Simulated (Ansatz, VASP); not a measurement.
InP in VASP and in Ansatz

```xyz
2
Lattice="0.0000 2.9134 2.9134 2.9134 0.0000 2.9134 2.9134 2.9134 0.0000" Properties=species:S:1:pos:R:3 pbc="T T T"
In    0.0000    0.0000    0.0000
P     4.3702    4.3702    4.3702
```

Alike in both runs: functional LDA; k mesh 10 × 10 × 10; occupations gaussian, width 0.02 eV; no spin polarisation.

Ansatz relaxed the structure, and its values are those at the end. VASP's run is a single point on that final structure, the one shown.

```csv
,VASP,Ansatz
version,VASP 6.6.1,Ansatz 0.2.0
potentials or method,"VASP PAW LDA potentials, release 64 (In_d, P), cutoff 500 eV","scalar-relativistic, plane waves, PAW"
valence electrons in the cell,18,18
```

```csv
,VASP,Ansatz,Ansatz less VASP
gap on the k mesh at the Fermi level (eV),0.61,0.58,-0.031
least direct gap on the mesh (eV),0.61,0.58,-0.031
pressure (GPa),0.0,0.0,-0.02
```

Ansatz warns that its potentials were made for another functional, while VASP's fit it. LDA's correlation is that of Perdew and Zunger in VASP and of Perdew and Wang (1992) in Ansatz.
